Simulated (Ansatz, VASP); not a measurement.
**One calculation of TaN, two programs**

INCAR

```
PREC = Accurate
ENCUT = 520
EDIFF = 1E-6
ISMEAR = 1
SIGMA = 0.1
LREAL = F
LASPH = T
NELM = 80
ALGO = Normal
ISIF = 2
LWAVE = F
LCHARG = F
GGA = CA
NBANDS = 33
```

The input KPOINTS:

```
Automatic mesh
0
Gamma
  5 5 8
```

POSCAR

```
TaN
1.0
    5.2643762622      0.0000000000      0.0000000000
   -2.6321881311      4.5590835801      0.0000000000
    0.0000000000      0.0000000000      2.9493070245
Ta N
3 3
Direct
    0.3333333333      0.6666666667      0.5000000000
    0.6666666667      0.3333333333      0.5000000000
    0.0000000000      0.0000000000      0.0000000000
    0.3928500000      0.0000000000      0.0000000000
    0.6071500000      0.6071500000      0.0000000000
    0.0000000000      0.3928500000      0.0000000000
```

Input for Ansatz:

```yaml
crystal:
  lattice:
    - [5.26437626224964, 0.0, 0.0]
    - [-2.63218813112482, 4.559083580149493, 0.0]
    - [0.0, 0.0, 2.949307024520536]
  atoms:
    - { symbol: Ta, position: [0.3333333333333333, 0.6666666666666666, 0.5] }
    - { symbol: Ta, position: [0.6666666666666666, 0.3333333333333333, 0.5] }
    - { symbol: Ta, position: [0.0, 0.0, 0.0] }
    - { symbol: "N", position: [0.39285, 0.0, 0.0] }
    - { symbol: "N", position: [0.60715, 0.60715, 0.0] }
    - { symbol: "N", position: [0.0, 0.39285, 0.0] }
basis:
  ecutwfc: 510.0
kpoints:
  mp_grid:
    grid: [5, 5, 8]
hamiltonian:
  xc: lda
  pseudopotentials:
    kind: paw
scf:
  occupations:
    method: methfessel_paxton
    width: 0.1
output:
  stress: true
```

Alike in both runs: task single point; functional LDA; k mesh 5 × 5 × 8; occupations methfessel-paxton of order 1, width 0.1 eV; no spin polarisation.

```csv
,VASP,Ansatz
version,VASP 6.6.1,Ansatz 0.2.0
potentials or method,"VASP PAW LDA potentials, release 64 (Ta_pv, N), cutoff 520 eV","plane waves, PAW"
valence electrons in the cell,48,54
```

Ansatz gave:

| Property | Result |
| --- | --- |
| pressure (GPa) | -21.0 |
| traceless stress, the component that is largest in VASP (GPa) | -2.17 |

**Question.** What did VASP give for the same quantities?

**Answer.** Pressure (GPa): -19.6; traceless stress, the component that is largest in VASP (GPa): -2.19.

LDA's correlation is that of Perdew and Zunger in VASP and of Perdew and Wang (1992) in Ansatz. VASP's potentials hold 48 valence electrons a cell and Ansatz's 54, so a difference there can come from the potentials and not from the codes.

Neither program's run includes spin-orbit coupling.
